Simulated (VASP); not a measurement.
A run of VASP 6.6.1:

The input INCAR:

```
ALGO     = Normal         # electronic algorithm
EDIFF    = 1E-7           # SCF threshold, eV
EDIFFG   = -0.01          # ionic threshold
ENCUT    = 600            # plane-wave cutoff, eV
GGA      = PE             # functional
IBRION   = 2              # ionic algorithm
ISIF     = 3              # what is computed and relaxed
ISMEAR   = 0              # smearing method
LASPH    = T              # aspherical terms in the spheres
LCHARG   = F              # write CHGCAR
LREAL    = F              # projectors in reciprocal space
LWAVE    = F              # write WAVECAR
NELM     = 100            # most SCF steps
NSW      = 100            # ionic steps
PREC     = Accurate       # precision mode
SIGMA    = 0.1            # smearing width, eV
```

File KPOINTS:

```
k-points
0
Gamma
  20 20 20
```

The input POSCAR:

```
BeMo
1.0
    0.0000000000      2.3063577022      2.3063577022
    2.3063577022      0.0000000000      2.3063577022
    2.3063577022      2.3063577022      0.0000000000
Be Mo
1 1
Direct
    0.0000000000      0.0000000000      0.0000000000
    0.5000000000      0.5000000000      0.5000000000
```

Potentials or basis: VASP PAW PBE potentials, release 64 (Be, Mo_sv).

Launch:

```bash
$ cat potpaw_PBE.64/Be/POTCAR potpaw_PBE.64/Mo_sv/POTCAR > POTCAR
$ mpirun -np 1 vasp_std > vasp.out
```

Hardware: 1 thread of Intel(R) Xeon(R) 6975P-C (Granite Rapids), with other jobs on the host.

How long does it take, and how much memory?

Run time: 44 s on 1 thread of Intel(R) Xeon(R) 6975P-C (Granite Rapids) (shared host), peak memory 0.24 GiB. Counts: scf iterations 13, k points 256, ion steps 1.
